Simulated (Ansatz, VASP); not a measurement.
# Ge: VASP beside Ansatz

```
CELL_PARAMETERS angstrom
4.01337 0.00000 0.00000
-2.00669 3.47568 0.00000
0.00000 0.00000 25.64994
ATOMIC_POSITIONS crystal
Ge 0.00000 0.00000 0.29161
Ge 0.66667 0.33333 0.32179
Ge 0.66667 0.33333 0.41984
Ge 0.33333 0.66667 0.45160
Ge 0.33333 0.66667 0.54840
Ge 0.00000 0.00000 0.58016
Ge 0.00000 0.00000 0.67821
Ge 0.66667 0.33333 0.70839
```

Alike in both runs: functional PBEsol; k mesh 9 × 9 × 1; occupations gaussian, width 0.1 eV; no spin polarisation.

Ansatz relaxed the structure, and its values are those at the end. VASP's run is a single point on that final structure, the one shown.

```csv
,VASP,Ansatz
version,VASP 6.6.1,Ansatz 0.2.0
potentials or method,"VASP PAW PBE potentials, release 64 (Ge_d), cutoff 520 eV","scalar-relativistic, plane waves, PAW"
valence electrons in the cell,112,112
```

```csv
,VASP,Ansatz,Ansatz less VASP
gap on the k mesh at the Fermi level (eV),none,none,-
rms of the force components (eV/Å),0.004,0.005,+0.0012
"work function, face that differs most (eV)",4.71,4.71,+0.001
```

VASP's potentials were made for PBE, not for PBEsol. A gap of «none» marks a metal or a gap that the smearing closes. Ansatz's warnings: xc potential rough in thin density.
